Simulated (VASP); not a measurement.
# SiO2 (P4_2nm) in VASP: a series of runs

SiO2 is run at these levels: r2SCAN; tasks: single point.

Everything below comes from runs of VASP 6.6.1. Logs are shortened: lines on timing, memory, paths and dates and some standing lists are left out, and cuts for length are marked.

## (1) The cell of the first run

The structure is tetragonal, space group P4_2nm (No. 102). The conventional cell has a = 4.185 Å, b = 4.185 Å, c = 2.669 Å, α = 90.00°, β = 90.00°, γ = 90.00°. Within 2.2 Å of Si (site symmetry 2mm) lie 6 O at 1.62 to 1.91 Å. Within 2.2 Å of O (site symmetry m) lie 3 Si at 1.62 to 1.91 Å.

## (2) Single point, r2SCAN (mode 13 (655.2 1/cm) frozen in, largest displacement -0.100 Å)

Contents of POSCAR:

```
SiO2
1.0
    4.1854060762      0.0000000000      0.0000000000
    0.0000000000      4.1854060762      0.0000000000
    0.0000000000      0.0000000000      2.6687449733
Si O
2 4
Direct
    0.5000000000      0.5000000000      0.4625292034
    0.0000000000      0.0000000000     -0.0374707966
    0.6938852014      0.6938852014      0.0328885343
    0.1938852014      0.8061147986      0.5328885343
    0.3061147986      0.3061147986      0.0328885343
    0.8061147986      0.1938852014      0.5328885343
```

Contents of INCAR.step1:

```
  PREC = Accurate
  ENCUT = 520
  ISMEAR = 0
  SIGMA = 0.05
  LREAL = False
  LASPH = True
  NELM = 60
  NBANDS = 25
  GGA = PE
  ALGO = Normal
  EDIFF = 1E-4
  LWAVE = True
  LCHARG = False
```

Contents of INCAR.step2:

```
  PREC = Accurate
  ENCUT = 520
  EDIFF = 1E-7
  ISMEAR = 0
  SIGMA = 0.05
  LREAL = False
  LASPH = True
  NELM = 60
  ALGO = Normal
  ISIF = 2
  LWAVE = False
  LCHARG = False
  METAGGA = R2SCAN
  LMIXTAU = True
  NBANDS = 25
  ISTART = 1
```

Contents of KPOINTS:

```
regular mesh
0
Gamma
  6 6 8
```

Potentials or basis: VASP PAW PBE potentials, release 64 (Si, O).

Launch:

```sh
cat potpaw_PBE.64/Si/POTCAR potpaw_PBE.64/O/POTCAR > POTCAR
cp INCAR.step1 INCAR
mpirun -np 1 vasp_std > vasp.out
cp INCAR.step2 INCAR
mpirun -np 1 vasp_std > vasp.out
```

OUTCAR:

```text
PREC = Accurate
   ENCUT = 520
   EDIFF = 1E-7
   ISMEAR = 0
   LREAL = False
   LASPH = True
   NELM = 60
   ISIF = 2
   METAGGA = R2SCAN
   ISTART = 1

 ion  position               nearest neighbor table
   1  0.500  0.500  0.463-   3 1.62   5 1.62   4 1.82   6 1.82   3 1.91   5 1.91
   2  0.000  0.000  0.963-   4 1.62   6 1.62   5 1.82   3 1.82   4 1.91   6 1.91
   3  0.694  0.694  0.033-   1 1.62   2 1.82   1 1.91
   4  0.194  0.806  0.533-   2 1.62   1 1.82   2 1.91
   5  0.306  0.306  0.033-   1 1.62   2 1.82   1 1.91
   6  0.806  0.194  0.533-   2 1.62   1 1.82   2 1.91

  LATTYP: Found a simple tetragonal cell.
 ALAT       =     4.1854060762
 C/A-ratio  =     0.6376310744

  Lattice vectors:

 A1 = (   4.1854060762,   0.0000000000,   0.0000000000)
 A2 = (   0.0000000000,   4.1854060762,   0.0000000000)
 A3 = (   0.0000000000,   0.0000000000,   2.6687449733)

Analysis of symmetry for initial positions (statically):
=====================================================================
 Subroutine PRICEL returns:
 Original cell was already a primitive cell.

 Routine SETGRP: Setting up the symmetry group for a
 simple tetragonal supercell.

 Subroutine GETGRP returns: Found  8 space group operations
 (whereof  4 operations were pure point group operations)
 out of a pool of 16 trial point group operations.

The static configuration has the point symmetry C_2v.
 The point group associated with its full space group is C_4v.

Analysis of symmetry for dynamics (positions and initial velocities):
=====================================================================
 Subroutine PRICEL returns:
 Original cell was already a primitive cell.

 Routine SETGRP: Setting up the symmetry group for a
 simple tetragonal supercell.

 Subroutine GETGRP returns: Found  8 space group operations
 (whereof  4 operations were pure point group operations)
 out of a pool of 16 trial point group operations.

The dynamic configuration has the point symmetry C_2v.
 The point group associated with its full space group is C_4v.

 Subroutine INISYM returns: Found  8 space group operations
 (whereof  4 operations are pure point group operations),
 and found     1 'primitive' translations

[... 97 lines left out ...]
   LNONCOLLINEAR =      F non collinear calculations
   LSORBIT =      F    spin-orbit coupling
   LASPH  =      T    aspherical Exc in radial PAW
   ENCUT  =  520.0 eV  38.22 Ry    6.18 a.u.   7.78  7.78  4.96*2*pi/ulx,y,z
   NELM   =     60;   NELMIN=  2; NELMDL=  0     # of ELM steps
   EDIFF  = 0.1E-06   stopping-criterion for ELM
   LREAL  =      F    real-space projection
   EDIFFG = 0.1E-05   stopping-criterion for IOM
   NSW    =      0    number of steps for IOM
   IBRION =     -1    ionic relax: 0-MD 1-quasi-New 2-CG
   NFREE  =      0    steps in history (QN), initial steepest desc. (CG)
   ISIF   =      2    stress and relaxation
   ISYM   =      2    0-nonsym 1-usesym 2-fastsym
   POTIM  = 0.5000    time-step for ionic-motion
   TEBEG  =    0.0;   TEEND  =   0.0 temperature during run
   PSTRESS=    0.0 pullay stress
   NELECT =      32.0000    total number of electrons
   NUPDOWN=      -1.0000    fix difference up-down
   EMIN   =  10.00;   EMAX   =-10.00  energy-range for DOS
   EFERMI =   0.00;   METHOD = LEGACY
   ISMEAR =     0;   SIGMA  =   0.05  broadening in eV -4-tet -1-fermi 0-gaus
   EFERMI_NEDOS =   21; number of points for ismear=-14 and -15
   IALGO  =     38    algorithm
   IMIX   =      4    mixing-type and parameters
     AMIX     =   0.40;   BMIX     =  1.00
     AMIX_MAG =   1.60;   BMIX_MAG =  1.00
  volume/ion in A,a.u.               =       7.79        52.58
  Fermi-wavevector in a.u.,A,eV,Ry     =   1.442771  2.726442 28.321726  2.081588
  Thomas-Fermi vector in A             =   2.561254
   LORBIT       =      0    0 simple, 1 ext, 2 COOP (PROOUT), +10 PAW based schemes
   METAGGA = R2SCAN    functional components
   LHFCALC =     F    Hartree Fock is set to
   AEXX    =    0.0000 exact exchange contribution
   IVDW    =     0    specifies the selected vdW correction
   LEPSILON=     F    determine dielectric tensor
   LRPA    =     F    only Hartree local field effects (RPA)
 non-spin polarized calculation
 Gauss-broadening in eV      SIGMA  =   0.05
  energy-cutoff  :      520.00
  volume of cell :       46.75
 maximum number of plane-waves:      1282
 NGX is ok and might be reduce to    32
   NGX = 15   NGY = 15   NGZ =  9

 number of electron      32.0000000 magnetization

 Free energy of the ion-electron system (eV)
  ---------------------------------------------------
  ext. energy  EPLUGINS =         0.00000000
  ---------------------------------------------------
  free energy    TOTEN  =       -57.91803219 eV

  energy without entropy =      -57.91803219  energy(sigma->0) =      -57.91803219

 E-fermi :   8.0126     XC(G=0): -12.8505

 val. band max:        7.6852493674   @ k =   0.0000   0.0000   0.0000
 cond. band min:      13.9507423067   @ k =   0.0000   0.0000   0.0000
 fundamental gap:      6.2654929392
 Fermi energy:         8.0125687472

 k-point     1 :       0.0000    0.0000    0.0000
  band No.  band energies     occupation
      1     -15.8200      2.00000
      2     -12.2762      2.00000
      3     -12.2762      2.00000
      4     -12.0592      2.00000
      5      -3.2131      2.00000
      6       1.0601      2.00000
[... 661 lines left out ...]
     24      21.9986      0.00000
     25      22.6945      0.00000

 [... further k-points ...]
[... 5 lines left out ...]
  --------------------------------------------------------------------------------------
  -------------------------------------------------------------------------------------
  Total        2.4229080      2.4229080      4.2581934     -0.0000000      0.0000000      0.0000000
  in kB       83.0357714     83.0357714    145.9330617     -0.0000000      0.0000000      0.0000000
  external PRESSURE =     104.0015348 kB  Pullay stress =       0.0000000 kB

 VOLUME and BASIS-vectors are now :
 -----------------------------------------------------------------------------
  energy-cutoff  :      520.00
  volume of cell :       46.75
      direct lattice vectors                 reciprocal lattice vectors
     4.185406076  0.000000000  0.000000000     0.238925443  0.000000000  0.000000000
     0.000000000  4.185406076  0.000000000     0.000000000  0.238925443  0.000000000
     0.000000000  0.000000000  2.668744973     0.000000000  0.000000000  0.374707966

 POSITION                                       TOTAL-FORCE (eV/Angst)
 -----------------------------------------------------------------------------------
      2.09270      2.09270      1.23437         0.000000      0.000000      4.710888
      0.00000      0.00000      2.56874         0.000000      0.000000      4.710888
      2.90419      2.90419      0.08777         0.904349      0.904349     -2.355444
      0.81149      3.37392      1.42214         0.904349     -0.904349     -2.355444
      1.28121      1.28121      0.08777        -0.904349     -0.904349     -2.355444
      3.37392      0.81149      1.42214        -0.904349      0.904349     -2.355444
 -----------------------------------------------------------------------------------
    total drift:                                0.000000      0.000000      0.001206

  FREE ENERGIE OF THE ION-ELECTRON SYSTEM (eV)
  ---------------------------------------------------
  free  energy   TOTEN  =       -57.9180321908 eV

  energy  without entropy=      -57.9180321908  energy(sigma->0) =      -57.91803219
```

It took 86 s on 1 thread of Intel Xeon Platinum 8488C (Sapphire Rapids), shared host; peak memory 0.18 GiB.

Results:

```yaml
Free_energy: -57.9180 eV
Pressure: 10.4 GPa
Largest_force: 4.711 eV/Å
Band_gap_on_the_k_mesh: 6.27 eV, direct
```

Forces in eV/Å, atoms in the order of the input:
```
Si   0.000  0.000  4.711
Si   0.000  0.000  4.711
O    0.904  0.904 -2.355
O    0.904 -0.904 -2.355
O   -0.904 -0.904 -2.355
O   -0.904  0.904 -2.355
```

Caveat: the cell differs from its parent crystal (mode 13 (655.2 1/cm) frozen in, largest displacement -0.100 Å); the PAW data sets were made with another functional, which shifts forces and pressure a little. A k mesh can miss the band edges.

## (3) Single point, r2SCAN (mode 13 (655.2 1/cm) frozen in, largest displacement +0.175 Å)

Contents of POSCAR:

```
SiO2
1.0
    4.1854060762      0.0000000000      0.0000000000
    0.0000000000      4.1854060762      0.0000000000
    0.0000000000      0.0000000000      2.6687449733
Si O
2 4
Direct
    0.5000000000      0.5000000000      0.5655738940
    0.0000000000      0.0000000000      0.0655738940
    0.6938852014      0.6938852014     -0.0575549351
    0.1938852014      0.8061147986      0.4424450649
    0.3061147986      0.3061147986     -0.0575549351
    0.8061147986      0.1938852014      0.4424450649
```

Contents of INCAR.step1:

```
SYSTEM = SiO2
ALGO     = Normal         ! electronic algorithm
EDIFF    = 1E-4           ! SCF threshold, eV
ENCUT    = 520            ! plane-wave cutoff, eV
GGA      = PE             ! functional
ISMEAR   = 0              ! smearing method
LASPH    = .TRUE.         ! aspherical terms in the spheres
LCHARG   = .FALSE.        ! write CHGCAR
LREAL    = .FALSE.        ! projectors in reciprocal space
LWAVE    = .TRUE.         ! write WAVECAR
NBANDS   = 25             ! bands
NELM     = 80             ! most SCF steps
PREC     = Accurate       ! precision mode
SIGMA    = 0.05           ! smearing width, eV
```

Contents of INCAR.step2:

```
SYSTEM = SiO2
ALGO     = Normal         ! electronic algorithm
EDIFF    = 1E-6           ! SCF threshold, eV
ENCUT    = 520            ! plane-wave cutoff, eV
ISIF     = 2              ! what is computed and relaxed
ISMEAR   = 0              ! smearing method
ISTART   = 1            
LASPH    = .TRUE.         ! aspherical terms in the spheres
LCHARG   = .TRUE.         ! write CHGCAR
LELF     = .TRUE.         ! ELF
LMIXTAU  = .TRUE.       
LREAL    = .FALSE.        ! projectors in reciprocal space
LVHAR    = .TRUE.       
LWAVE    = .FALSE.        ! write WAVECAR
METAGGA  = R2SCAN         ! meta-GGA
NBANDS   = 25             ! bands
NELM     = 80             ! most SCF steps
PREC     = Accurate       ! precision mode
SIGMA    = 0.05           ! smearing width, eV
```

Contents of KPOINTS:

```
k-points
0
G
  6 6 8
  0 0 0
```

Potentials or basis: VASP PAW PBE potentials, release 64 (Si, O).

Launch:

```sh
cat potpaw_PBE.64/Si/POTCAR potpaw_PBE.64/O/POTCAR > POTCAR
cp INCAR.step1 INCAR
mpirun -np 1 vasp_std > vasp.out
cp INCAR.step2 INCAR
mpirun -np 1 vasp_std > vasp.out
```

Wall time 64 s (1 thread of Intel Xeon Platinum 8488C (Sapphire Rapids), shared host); peak memory 0.18 GiB.

The run converged. Its results:

```yaml
Free_energy: -56.0229 eV
Pressure: 31.2 GPa
Largest_force: 8.876 eV/Å
Band_gap_on_the_k_mesh: 5.94 eV, direct
```

Forces in eV/Å, atoms in the order of the input:
```
Si   0.000  0.000 -8.876
Si   0.000  0.000 -8.876
O    2.837  2.837  4.438
O    2.837 -2.837  4.438
O   -2.837 -2.837  4.438
O   -2.837  2.837  4.438
```

Stress tensor (GPa, compression positive):
```
26.85  0.00  0.00
 0.00 26.85  0.00
 0.00  0.00 39.84
```

Levels at points of the mesh, in eV from the valence-band top:
| k point | band 12 | band 13 | band 14 | band 15 | band 16 | band 17 | band 18 | band 19 | band 20 | band 21 |
| --- | --- | --- | --- | --- | --- | --- | --- | --- | --- | --- |
| (0.00, 0.00, 0.00) | -2.63 | -2.06 | -0.80 | -0.80 | 0.00 | 5.94 | 6.77 | 9.62 | 9.62 | 12.10 |
| (0.50, 0.00, 0.00) | -3.85 | -1.89 | -1.89 | -1.04 | -1.04 | 7.76 | 7.76 | 10.17 | 10.17 | 12.45 |
| (0.50, 0.50, 0.00) | -2.99 | -2.28 | -2.28 | -2.02 | -2.02 | 7.33 | 7.33 | 11.05 | 11.05 | 14.06 |
| (0.00, 0.00, 0.50) | -4.21 | -3.05 | -3.05 | -2.70 | -2.70 | 9.36 | 9.36 | 13.60 | 13.60 | 13.97 |
| (0.50, 0.00, 0.50) | -3.85 | -2.17 | -2.17 | -1.71 | -1.71 | 9.35 | 9.35 | 11.33 | 11.33 | 13.45 |
| (0.50, 0.50, 0.50) | -3.77 | -1.82 | -1.63 | -1.63 | -1.37 | 7.43 | 8.36 | 11.99 | 11.99 | 13.55 |

Caveat: the cell differs from its parent crystal (mode 13 (655.2 1/cm) frozen in, largest displacement +0.175 Å); the PAW data sets were made with another functional, which shifts forces and pressure a little.

## (4) Single point, r2SCAN (mode 13 (655.2 1/cm) frozen in, largest displacement +0.125 Å)

Contents of POSCAR:

```
SiO2
1.0
    4.1854060762      0.0000000000      0.0000000000
    0.0000000000      4.1854060762      0.0000000000
    0.0000000000      0.0000000000      2.6687449733
Si O
2 4
Direct
    0.5000000000      0.5000000000      0.5468384957
    0.0000000000      0.0000000000      0.0468384957
    0.6938852014      0.6938852014     -0.0411106679
    0.1938852014      0.8061147986      0.4588893321
    0.3061147986      0.3061147986     -0.0411106679
    0.8061147986      0.1938852014      0.4588893321
```

Contents of INCAR.step1:

```
PREC = Accurate ; ENCUT = 520
ISMEAR = 0 ; SIGMA = 0.05
LREAL = F ; LASPH = T
NELM = 100 ; NBANDS = 25
GGA = PE ; ALGO = Normal
EDIFF = 1E-4 ; LWAVE = T
LCHARG = F
```

Contents of INCAR.step2:

```
PREC = Accurate ; ENCUT = 520
EDIFF = 1E-7 ; ISMEAR = 0
SIGMA = 0.05 ; LREAL = F
LASPH = T ; NELM = 100
ALGO = Normal ; ISIF = 2
LWAVE = F ; LCHARG = F
METAGGA = R2SCAN ; LMIXTAU = T
NBANDS = 25 ; ISTART = 1
```

Contents of KPOINTS:

```
regular mesh
0
Gamma
  6 6 8
```

Launch:

```sh
cat potpaw_PBE.64/Si/POTCAR potpaw_PBE.64/O/POTCAR > POTCAR
cp INCAR.step1 INCAR
mpirun -np 1 vasp_std > vasp.out
cp INCAR.step2 INCAR
mpirun -np 1 vasp_std > vasp.out
```

Wall time 77 s (1 thread of Intel Xeon Platinum 8488C (Sapphire Rapids), shared host); peak memory 0.18 GiB.

It converged, with:

```yaml
Free_energy: -57.4150 eV
Pressure: 16.0 GPa
Largest_force: 6.016 eV/Å
Band_gap_on_the_k_mesh: 6.16 eV, direct
```

Forces on the atoms (eV/Å):
```
Si   0.000  0.000 -6.016
Si   0.000  0.000 -6.016
O    1.418  1.418  3.008
O    1.418 -1.418  3.008
O   -1.418 -1.418  3.008
O   -1.418  1.418  3.008
```

Stress tensor (GPa, compression positive):
```
13.15  0.00  0.00
 0.00 13.15  0.00
 0.00  0.00 21.84
```

Levels at points of the mesh, in eV from the valence-band top:
```csv
k point,band 12,band 13,band 14,band 15,band 16,band 17,band 18,band 19,band 20,band 21
"(0.00, 0.00, 0.00)",-2.86,-2.24,-0.85,-0.85,0.00,6.16,7.10,9.52,9.52,11.99
"(0.50, 0.00, 0.00)",-3.92,-2.19,-2.19,-1.07,-1.07,8.13,8.13,10.08,10.08,12.24
"(0.50, 0.50, 0.00)",-3.10,-2.33,-2.33,-2.30,-2.30,7.73,7.73,11.02,11.02,14.14
"(0.00, 0.00, 0.50)",-4.40,-3.08,-3.08,-2.71,-2.71,9.66,9.66,13.67,13.67,13.88
"(0.50, 0.00, 0.50)",-3.92,-2.23,-2.23,-1.76,-1.76,9.54,9.54,11.11,11.11,13.37
"(0.50, 0.50, 0.50)",-4.01,-1.78,-1.71,-1.71,-1.42,7.59,8.42,11.94,11.94,13.23
```

Caveat: the cell differs from its parent crystal (mode 13 (655.2 1/cm) frozen in, largest displacement +0.125 Å); the PAW data sets were made with another functional, which shifts forces and pressure a little.

## (5) Single point, r2SCAN (mode 13 (655.2 1/cm) frozen in, largest displacement +0.075 Å)

Contents of POSCAR:

```
SiO2
1.0
    4.1854060762      0.0000000000      0.0000000000
    0.0000000000      4.1854060762      0.0000000000
    0.0000000000      0.0000000000      2.6687449733
Si O
2 4
Direct
    0.5000000000      0.5000000000      0.5281030974
    0.0000000000      0.0000000000      0.0281030974
    0.6938852014      0.6938852014     -0.0246664008
    0.1938852014      0.8061147986      0.4753335992
    0.3061147986      0.3061147986     -0.0246664008
    0.8061147986      0.1938852014      0.4753335992
```

Contents of INCAR.step1:

```
ALGO = Normal
EDIFF = 1E-4
ENCUT = 520
GGA = PE
ISMEAR = 0
LASPH = T
LCHARG = F
LREAL = F
LWAVE = T
NBANDS = 25
NELM = 80
PREC = Accurate
SIGMA = 0.05
```

Contents of INCAR.step2:

```
ALGO = Normal
EDIFF = 1E-7
ENCUT = 520
ISIF = 2
ISMEAR = 0
ISTART = 1
LASPH = T
LCHARG = T
LELF = T
LMIXTAU = T
LREAL = F
LVHAR = T
LWAVE = F
METAGGA = R2SCAN
NBANDS = 25
NELM = 80
PREC = Accurate
SIGMA = 0.05
```

Contents of KPOINTS:

```
k-points
0
Gamma
  6 6 8
```

Launch:

```sh
cat potpaw_PBE.64/Si/POTCAR potpaw_PBE.64/O/POTCAR > POTCAR
cp INCAR.step1 INCAR
mpirun -np 1 vasp_std > vasp.out
cp INCAR.step2 INCAR
mpirun -np 1 vasp_std > vasp.out
```

Run time: 74 s. Hardware: 1 thread of Intel Xeon Platinum 8488C (Sapphire Rapids), shared host; peak memory 0.18 GiB.

It converged, with:

| Property | Result |
| --- | --- |
| Free energy | -58.3018 eV |
| Pressure | 6.0 GPa |
| Largest force | 3.473 eV/Å |
| Band gap on the k mesh | 6.36 eV, direct |

Forces in eV/Å, atoms in the order of the input:
```
Si   0.000  0.000 -3.473
Si   0.000  0.000 -3.473
O    0.512  0.512  1.737
O    0.512 -0.512  1.737
O   -0.512 -0.512  1.737
O   -0.512  0.512  1.737
```

Stress tensor (GPa, compression positive):
```
4.65 0.00 0.00
0.00 4.65 0.00
0.00 0.00 8.77
```

Levels at points of the mesh, in eV from the valence-band top:
```tsv
k point	band 13	band 14	band 15	band 16	band 17	band 18	band 19	band 20
(0.00, 0.00, 0.00)	-2.41	-0.87	-0.87	0.00	6.36	7.42	9.49	9.49
(0.50, 0.00, 0.00)	-2.49	-2.49	-1.08	-1.08	8.47	8.47	10.05	10.05
(0.50, 0.50, 0.00)	-2.56	-2.56	-2.31	-2.31	8.11	8.11	11.03	11.03
(0.00, 0.00, 0.50)	-3.09	-3.09	-2.71	-2.71	9.94	9.94	13.78	13.78
(0.50, 0.00, 0.50)	-2.28	-2.28	-1.79	-1.79	9.70	9.70	10.96	10.96
(0.50, 0.50, 0.50)	-1.76	-1.76	-1.71	-1.49	7.80	8.39	11.95	11.95
```

Caveat: the cell differs from its parent crystal (mode 13 (655.2 1/cm) frozen in, largest displacement +0.075 Å); the PAW data sets were made with another functional, which shifts forces and pressure a little. A k mesh can miss the band edges.
